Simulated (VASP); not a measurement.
A run of VASP 6.6.1 is set up as follows.

POSCAR

```
Sb
1.0
    3.3545324186      0.0000000000      0.0000000000
   -1.6772662093      2.9051102923      0.0000000000
    0.0000000000      0.0000000000      5.4701606500
Sb
2
Direct
    0.6666666667      0.3333333333      0.7500000000
    0.3333333333      0.6666666667      0.2500000000
```

Contents of INCAR.step1:

```
PREC = Accurate ; ENCUT = 520
EDIFF = 1E-5 ; ISMEAR = -1
SIGMA = 0.05 ; LREAL = False
LASPH = True ; NELM = 100
ALGO = Normal ; ISIF = 2
LWAVE = True ; LCHARG = False
NBANDS = 12 ; GGA = PE
```

Contents of INCAR.step2:

```
PREC = Accurate ; ENCUT = 520
EDIFF = 1E-7 ; ISMEAR = -1
SIGMA = 0.05 ; LREAL = False
LASPH = True ; NELM = 100
ALGO = Normal ; ISIF = 2
LWAVE = False ; LCHARG = False
GGA = PE ; LHFCALC = True
AEXX = 0.4 ; HFSCREEN = 0.2
PRECFOCK = Normal ; NBANDS = 12
ISTART = 1
```

Contents of KPOINTS:

```
regular mesh
0
Gamma
  5 5 3
```

Potentials or basis: VASP PAW PBE potentials, release 64 (Sb).

Command:

```bash
$ cat potpaw_PBE.64/Sb/POTCAR > POTCAR
$ cp INCAR.step1 INCAR
$ mpirun -np 1 vasp_std > vasp.out
$ cp INCAR.step2 INCAR
$ mpirun -np 1 vasp_std > vasp.out
```

Question: Estimate the band gap on the k mesh.

Answer: Zero (band 5 reaches 13.28 eV, above the bottom of band 6 at 6.18 eV).

Question: Estimate the pressure.

Answer: -5.6 GPa.

Stress tensor (GPa, compression positive):
```
-7.48  0.00  0.00
 0.00 -7.48  0.00
 0.00  0.00 -1.73
```

Caveat: the k points lie up to 0.43 Å⁻¹ apart; the PAW data sets were made with another functional, which shifts forces and pressure a little; spin-orbit coupling is left out, which moves the levels of the heavy elements.
